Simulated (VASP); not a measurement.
# TaOs3 (P-6m2) in VASP: notebook

Runs on TaOs3. Level: LDA. Tasks: single point.

Program: VASP 6.6.1. These are calculated values, not measurements. Logs are shortened: lines on timing, memory, paths and dates and some standing lists are left out, and cuts for length are marked.

**1. The cell of the first run**

It takes space group P-6m2 (No. 187, hexagonal). The conventional cell has a = 2.788 Å, b = 2.788 Å, c = 9.087 Å, α = 90.00°, β = 90.00°, γ = 120.00°. Within 3.7 Å of Ta (site symmetry -6m2) lie 6 Ta at 2.79 Å and 6 Os at 2.89 Å. Within 3.5 Å of Os (site symmetry -6m2) lie 12 Os at 2.68 to 2.79 Å. Os (site symmetry 3m) has 9 Os at 2.68 to 2.79 Å and 3 Ta at 2.89 Å within 3.5 Å.

**2. Single point, LDA**

Input file INCAR:

```
ALGO = Normal ; EDIFF = 1E-6
ENCUT = 520 ; GGA = CA
ISIF = 2 ; ISMEAR = 1
LASPH = T ; LCHARG = F
LREAL = F ; LWAVE = F
NBANDS = 26 ; NELM = 60
PREC = Accurate ; SIGMA = 0.1
```

Input file KPOINTS:

```
k-points
0
Gamma
  9 9 3
```

Input file POSCAR:

```
TaOs3
1.0
    2.7876500000      0.0000000000      0.0000000000
   -1.3938200000      2.4141700000      0.0000000000
    0.0000000000      0.0000000000      9.0869900000
Ta Os
1 3
Direct
    0.6666666667      0.3333333333      0.0000000000
    0.6666666667      0.3333333333      0.5000000000
    0.3333333333      0.6666666667      0.2647900000
    0.3333333333      0.6666666667      0.7352100000
```

Potentials or basis: VASP PAW LDA potentials, release 64 (Ta_pv, Os).

Command:

```sh
$ cat potpaw_LDA.64/Ta_pv/POTCAR potpaw_LDA.64/Os/POTCAR > POTCAR
$ mpirun -np 1 vasp_std > vasp.out
```

OUTCAR:

```text
EDIFF = 1E-6
   ENCUT = 520
   GGA = CA
   ISIF = 2
   ISMEAR = 1
   LASPH = T
   LREAL = F
   NELM = 60
   PREC = Accurate

 ion  position               nearest neighbor table
   1  0.667  0.333  0.000-   3 2.89   4 2.89   3 2.89   4 2.89   3 2.89   4 2.89
   2  0.667  0.333  0.500-   3 2.68   4 2.68   3 2.68   4 2.68   3 2.68   4 2.68
   3  0.333  0.667  0.265-   2 2.68   2 2.68   2 2.68   1 2.89   1 2.89   1 2.89
   4  0.333  0.667  0.735-   2 2.68   2 2.68   2 2.68   1 2.89   1 2.89   1 2.89

  LATTYP: Found a hexagonal cell.
 ALAT       =     2.7876500000
 C/A-ratio  =     3.2597313149

  Lattice vectors:

 A1 = (   2.7876500000,   0.0000000000,   0.0000000000)
 A2 = (  -1.3938200000,   2.4141700000,   0.0000000000)
 A3 = (   0.0000000000,   0.0000000000,   9.0869900000)

Analysis of symmetry for initial positions (statically):
=====================================================================
 Subroutine PRICEL returns:
 Original cell was already a primitive cell.

 Routine SETGRP: Setting up the symmetry group for a
 hexagonal supercell.

 Subroutine GETGRP returns: Found 12 space group operations
 (whereof 12 operations were pure point group operations)
 out of a pool of 24 trial point group operations.

The static configuration has the point symmetry D_3h.

Analysis of symmetry for dynamics (positions and initial velocities):
=====================================================================
 Subroutine PRICEL returns:
 Original cell was already a primitive cell.

 Routine SETGRP: Setting up the symmetry group for a
 hexagonal supercell.

 Subroutine GETGRP returns: Found 12 space group operations
 (whereof 12 operations were pure point group operations)
 out of a pool of 24 trial point group operations.

The dynamic configuration has the point symmetry D_3h.

 Subroutine INISYM returns: Found 12 space group operations
 (whereof 12 operations are pure point group operations),
 and found     1 'primitive' translations

----------------------------------------------------------------------------------------

                                     Primitive cell

  volume of cell :      61.1542

  direct lattice vectors                    reciprocal lattice vectors
     2.787650000  0.000000000  0.000000000     0.358725091  0.207109775  0.000000000
    -1.393820000  2.414170000  0.000000000     0.000000000  0.414221037  0.000000000
     0.000000000  0.000000000  9.086990000     0.000000000  0.000000000  0.110047441

  length of vectors
     2.787650000  2.787642549  9.086990000     0.414219929  0.414221037  0.110047441

  position of ions in fractional coordinates (direct lattice)
     0.666666667  0.333333333  0.000000000
     0.666666667  0.333333333  0.500000000
     0.333333333  0.666666667  0.264790000
     0.333333333  0.666666667  0.735210000

  ion indices of the primitive-cell ions
   primitive index   ion index
                 1           1
                 2           2
                 3           3
                 4           4

----------------------------------------------------------------------------------------

 KPOINTS: k-points

Automatic generation of k-mesh.
 Grid dimensions read from file:
 generate k-points for:    9    9    3

 Generating k-lattice:

  Cartesian coordinates                     Fractional coordinates (reciprocal lattice)
     0.039858343  0.023012197  0.000000000     0.111111111 -0.000000000  0.000000000
     0.000000000  0.046024560  0.000000000     0.000000000  0.111111111  0.000000000
     0.000000000  0.000000000  0.036682480     0.000000000  0.000000000  0.333333333

  Length of vectors
     0.046024437  0.046024560  0.036682480

  Shift w.r.t. Gamma in fractional coordinates (k-lattice)
     0.000000000  0.000000000  0.000000000

 Subroutine IBZKPT returns following result:
 ===========================================

 Found     24 irreducible k-points:

 Following reciprocal coordinates:
            Coordinates               Weight
  0.000000  0.000000  0.000000      1.000000
  0.111111  0.000000  0.000000      6.000000
  0.222222  0.000000  0.000000      6.000000
  0.333333 -0.000000  0.000000      6.000000
  0.444444  0.000000  0.000000      6.000000
  0.111111  0.111111  0.000000      6.000000
[... 16 lines left out ...]
  0.333333  0.222222  0.333333     24.000000
  0.333333  0.333333  0.333333      4.000000
   k-points           NKPTS =     24   k-points in BZ     NKDIM =     24   number of bands    NBANDS=     26
   number of dos      NEDOS =    301   number of ions     NIONS =      4
   total plane-waves  NPLWV =  40320
   dimension x,y,z NGX =    24 NGY =   24 NGZ =   70
   dimension x,y,z NGXF=    48 NGYF=   48 NGZF=  140
   ions per type =               1   3
   NGX,Y,Z   is equivalent  to a cutoff of  14.31, 14.31, 12.81 a.u.
   NGXF,Y,Z  is equivalent  to a cutoff of  28.63, 28.63, 25.61 a.u.
 SYSTEM =  unknown system
   PREC   = accura    normal or accurate (medium, high low for compatibility)
   ISTART =      0    job   : 0-new  1-cont  2-samecut
   ICHARG =      2    charge: 1-file 2-atom 10-const
   ISPIN  =      1    spin polarized calculation?
   LNONCOLLINEAR =      F non collinear calculations
   LSORBIT =      F    spin-orbit coupling
   LASPH  =      T    aspherical Exc in radial PAW
   ENCUT  =  520.0 eV  38.22 Ry    6.18 a.u.   5.18  5.18 16.90*2*pi/ulx,y,z
   NELM   =     60;   NELMIN=  2; NELMDL= -5     # of ELM steps
   EDIFF  = 0.1E-05   stopping-criterion for ELM
   LREAL  =      F    real-space projection
   EDIFFG = 0.1E-04   stopping-criterion for IOM
   NSW    =      0    number of steps for IOM
   IBRION =     -1    ionic relax: 0-MD 1-quasi-New 2-CG
   NFREE  =      0    steps in history (QN), initial steepest desc. (CG)
   ISIF   =      2    stress and relaxation
   ISYM   =      2    0-nonsym 1-usesym 2-fastsym
   POTIM  = 0.5000    time-step for ionic-motion
   TEBEG  =    0.0;   TEEND  =   0.0 temperature during run
   PSTRESS=    0.0 pullay stress
   NELECT =      35.0000    total number of electrons
   NUPDOWN=      -1.0000    fix difference up-down
   EMIN   =  10.00;   EMAX   =-10.00  energy-range for DOS
   EFERMI =   0.00;   METHOD = LEGACY
   ISMEAR =     1;   SIGMA  =   0.10  broadening in eV -4-tet -1-fermi 0-gaus
   EFERMI_NEDOS =   21; number of points for ismear=-14 and -15
   IALGO  =     38    algorithm
   IMIX   =      4    mixing-type and parameters
     AMIX     =   0.40;   BMIX     =  1.00
     AMIX_MAG =   1.60;   BMIX_MAG =  1.00
  volume/ion in A,a.u.               =      15.29       103.17
  Fermi-wavevector in a.u.,A,eV,Ry     =   1.359217  2.568548 25.136367  1.847471
  Thomas-Fermi vector in A             =   2.485984
   LORBIT       =      0    0 simple, 1 ext, 2 COOP (PROOUT), +10 PAW based schemes
   GGA     = CA    functional components
   LHFCALC =     F    Hartree Fock is set to
   AEXX    =    0.0000 exact exchange contribution
   IVDW    =     0    specifies the selected vdW correction
   LEPSILON=     F    determine dielectric tensor
   LRPA    =     F    only Hartree local field effects (RPA)
 non-spin polarized calculation
 Methfessel and Paxton  Order N= 1 SIGMA  =   0.10
  energy-cutoff  :      520.00
  volume of cell :       61.15
 maximum number of plane-waves:      1660
 NGX is ok and might be reduce to    24
   NGX = 11   NGY = 11   NGZ = 33

 number of electron      35.0000013 magnetization

 Free energy of the ion-electron system (eV)
  ---------------------------------------------------
  ext. energy  EPLUGINS =         0.00000000
  ---------------------------------------------------
  free energy    TOTEN  =       -50.53351772 eV

  energy without entropy =      -50.53322526  energy(sigma->0) =      -50.53342023

 E-fermi :   7.9467     XC(G=0): -13.6681

 val. band max:        7.9077820608   @ k =   0.2222   0.2222   0.0000
 cond. band min:       7.9474747779   @ k =   0.2222   0.0000   0.0000
 fundamental gap:      0.0396927171
 Fermi energy:         7.9466776663

 k-point     1 :       0.0000    0.0000    0.0000
  band No.  band energies     occupation
      1     -26.0372      2.00000
      2     -25.1724      2.00000
      3     -25.1724      2.00000
      4      -2.1244      2.00000
      5       0.0905      2.00000
      6       0.3497      2.00000
[... 18 lines left out ...]
     25       9.4916     -0.00000
     26      12.7046      0.00000

 k-point     2 :       0.1111    0.0000    0.0000
  band No.  band energies     occupation
      1     -26.0096      2.00000
      2     -25.3605      2.00000
      3     -25.2141      2.00000
      4      -1.6572      2.00000
      5       0.5172      2.00000
      6       0.7924      2.00000
[... 18 lines left out ...]
     25      10.5018      0.00000
     26      12.6126      0.00000

 k-point     3 :       0.2222    0.0000    0.0000
  band No.  band energies     occupation
      1     -25.9393      2.00000
      2     -25.8167      2.00000
      3     -25.3181      2.00000
      4      -0.4432      2.00000
      5       1.3855      2.00000
      6       1.6992      2.00000
[... 18 lines left out ...]
     25      10.9862      0.00000
     26      12.4244      0.00000

 k-point     4 :       0.3333   -0.0000    0.0000
  band No.  band energies     occupation
      1     -26.3050      2.00000
      2     -25.8582      2.00000
      3     -25.4339      2.00000
      4       0.7568      2.00000
      5       1.5054      2.00000
      6       1.7850      2.00000
[... 18 lines left out ...]
     25      12.2610      0.00000
     26      13.0353      0.00000

 k-point     5 :       0.4444    0.0000    0.0000
  band No.  band energies     occupation
      1     -26.6084      2.00000
      2     -25.8047      2.00000
      3     -25.5082      2.00000
      4       1.0077      2.00000
      5       1.2371      2.00000
      6       1.5417      2.00000
[... 18 lines left out ...]
     25      12.5896      0.00000
     26      15.0518      0.00000

 k-point     6 :       0.1111    0.1111    0.0000
  band No.  band energies     occupation
      1     -25.9607      2.00000
      2     -25.6649      2.00000
      3     -25.3045      2.00000
      4      -0.7997      2.00000
      5       1.2206      2.00000
      6       1.5459      2.00000
[... 427 lines left out ...]
 k-point    21 :       0.4444    0.1111    0.3333
  band No.  band energies     occupation
      1     -26.5955      2.00000
      2     -25.7904      2.00000
      3     -25.6355      2.00000
      4       1.2402      2.00000
      5       1.3868      2.00000
      6       1.8248      2.00000
[... 18 lines left out ...]
     25      13.1554      0.00000
     26      14.2178      0.00000

 k-point    22 :       0.2222    0.2222    0.3333
  band No.  band energies     occupation
      1     -26.3256      2.00000
      2     -25.8224      2.00000
      3     -25.6939      2.00000
      4       1.6832      2.00000
      5       2.0664      2.00000
      6       2.5863      2.00000
[... 18 lines left out ...]
     25      13.5436      0.00000
     26      14.6568      0.00000

 k-point    23 :       0.3333    0.2222    0.3333
  band No.  band energies     occupation
      1     -26.4320      2.00000
      2     -25.8899      2.00000
      3     -25.7813      2.00000
      4       1.9460      2.00000
      5       2.0284      2.00000
      6       2.6599      2.00000
[... 18 lines left out ...]
     25      14.1702      0.00000
     26      15.1034      0.00000

 k-point    24 :       0.3333    0.3333    0.3333
  band No.  band energies     occupation
      1     -26.2205      2.00000
      2     -26.2147      2.00000
      3     -25.7670      2.00000
      4       2.2367      2.00000
      5       2.5575      2.00000
      6       2.9692      2.00000
[... 18 lines left out ...]
     25      14.0727      0.00000
     26      15.2624      0.00000

------------------------ aborting loop because EDIFF is reached ----------------------------------------

  FORCE on cell =-STRESS in cart. coord.  units (eV):
  Direction    XX          YY          ZZ          XY          YZ          ZX
  --------------------------------------------------------------------------------------
  -------------------------------------------------------------------------------------
  Total       -6.2985446     -6.2985148     -5.6075358     -0.0000130      0.0000000      0.0000000
  in kB     -165.0154655   -165.0146840   -146.9117370     -0.0003418      0.0000000      0.0000000
  external PRESSURE =    -158.9806288 kB  Pullay stress =       0.0000000 kB

 VOLUME and BASIS-vectors are now :
 -----------------------------------------------------------------------------
  energy-cutoff  :      520.00
  volume of cell :       61.15
      direct lattice vectors                 reciprocal lattice vectors
     2.787650000  0.000000000  0.000000000     0.358725091  0.207109775  0.000000000
    -1.393820000  2.414170000  0.000000000     0.000000000  0.414221037  0.000000000
     0.000000000  0.000000000  9.086990000     0.000000000  0.000000000  0.110047441

 POSITION                                       TOTAL-FORCE (eV/Angst)
 -----------------------------------------------------------------------------------
      1.39383      0.80472      0.00000        -0.000000     -0.000000      0.000000
      1.39383      0.80472      4.54350        -0.000000      0.000000      0.000000
      0.00000      1.60945      2.40614         0.000000      0.000000      0.223816
      0.00000      1.60945      6.68085         0.000000      0.000000     -0.223816
 -----------------------------------------------------------------------------------
    total drift:                                0.000001      0.000002      0.000000

  FREE ENERGIE OF THE ION-ELECTRON SYSTEM (eV)
  ---------------------------------------------------
  free  energy   TOTEN  =       -50.5335177192 eV

  energy  without entropy=      -50.5332252607  energy(sigma->0) =      -50.53342023
```

Wall time 41 s (1 thread of Intel Xeon Platinum 8488C (Sapphire Rapids), shared host); peak memory 0.18 GiB.

Results:

- Free energy: -50.5335 eV
- Pressure: -15.9 GPa
- Largest force: 0.224 eV/Å

Forces on the atoms (eV/Å):
```
Ta   0.000  0.000  0.000
Os   0.000  0.000  0.000
Os   0.000  0.000  0.224
Os   0.000  0.000 -0.224
```

Levels at points of the mesh, in eV from the Fermi level:
```csv
k point,band 14,band 15,band 16,band 17,band 18,band 19,band 20,band 21
"(0.00, 0.00, 0.00)",-2.26,-2.26,-1.72,-0.91,-0.91,0.04,0.04,0.29
```

Caveat: spin-orbit coupling is left out, which moves the levels of the heavy elements.

**3. Single point, LDA**

Input file INCAR:

```
  ALGO = Normal
  EDIFF = 1E-7
  ENCUT = 520
  GGA = CA
  ISIF = 2
  ISMEAR = 1
  LASPH = T
  LCHARG = F
  LREAL = F
  LWAVE = F
  NBANDS = 26
  NELM = 80
  PREC = Accurate
  SIGMA = 0.05
```

KPOINTS is that of step 2.

POSCAR is that of step 2.

Potentials or basis: VASP PAW LDA potentials, release 64 (Ta_pv, Os).

Command:

```sh
$ cat potpaw_LDA.64/Ta_pv/POTCAR potpaw_LDA.64/Os/POTCAR > POTCAR
$ mpirun -np 1 vasp_std > vasp.out
```

Wall time 48 s (1 thread of Intel Xeon Platinum 8488C (Sapphire Rapids), shared host); peak memory 0.18 GiB.

The run converged. Its results:

* Free energy: -50.5336 eV
* Pressure: -15.9 GPa
* Largest force: 0.210 eV/Å

Forces in eV/Å, atoms in the order of the input:
```
Ta   0.000  0.000  0.000
Os   0.000  0.000  0.000
Os   0.000  0.000  0.210
Os   0.000  0.000 -0.210
```

Stress tensor (GPa, compression positive):
```
-16.62   0.00   0.00
  0.00 -16.62   0.00
  0.00   0.00 -14.53
```

Levels at points of the mesh, in eV from the Fermi level:
```csv
k point,band 14,band 15,band 16,band 17,band 18,band 19,band 20,band 21
"(0.00, 0.00, 0.00)",-2.26,-2.26,-1.71,-0.91,-0.91,0.05,0.05,0.29
```

Caveat: spin-orbit coupling is left out, which moves the levels of the heavy elements.
